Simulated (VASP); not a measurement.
Here is a VASP 6.6.1 calculation.

Contents of INCAR:

```
  ALGO = Normal
  EDIFF = 1E-6
  ENCUT = 600
  GGA_COMPAT = F
  ISIF = 2
  ISMEAR = -1
  ISPIN = 2
  LASPH = T
  LCHARG = F
  LDAU = T
  LDAUJ = 0 0
  LDAUL = 2 -1
  LDAUPRINT = 1
  LDAUTYPE = 2
  LDAUU = 4.6 0
  LMAXMIX = 4
  LORBIT = 11
  LREAL = F
  LWAVE = F
  MAGMOM = 4.5 4.5 0 0
  NBANDS = 45
  NELM = 200
  PREC = Accurate
  SIGMA = 0.1
```

The input KPOINTS:

```
k-points
0
Gamma
  8 8 8
```

The input POSCAR:

```
MnPt
1.0
   -2.7258966400     -2.7258966400      0.0000000000
   -2.7258966400      2.7258966400      0.0000000000
    0.0000000000      0.0000000000     -3.7120000000
Mn Pt
2 2
Direct
    0.0000000000      0.0000000000      0.0000000000
    0.5000000000      0.5000000000      0.0000000000
    0.0000000000      0.5000000000      0.5000000000
    0.5000000000      0.0000000000      0.5000000000
```

Potentials or basis: VASP PAW LDA potentials, release 64 (Mn_sv, Pt_sv_GW).

Launch:

```bash
$ cat potpaw_LDA.64/Mn_sv/POTCAR potpaw_LDA.64/Pt_sv_GW/POTCAR > POTCAR
$ mpirun -np 1 vasp_std > vasp.out
```

**Question.** Estimate the net moment.

**Answer.** 9.03 μB per cell.

**Question.** Predict the pressure.

**Answer.** 14.4 GPa.

**Question.** What does it give for the site moments?

**Answer.** Mn +4.11; Pt +0.10 μB.

Stress tensor (GPa, compression positive):
```
18.99  0.00  0.00
 0.00 18.99  0.00
 0.00  0.00  5.24
```

Caveat: the cell stands under pressure; the U is typed as a test and isn't derived for this compound. The state reached can hang on the start; a lower one may exist.
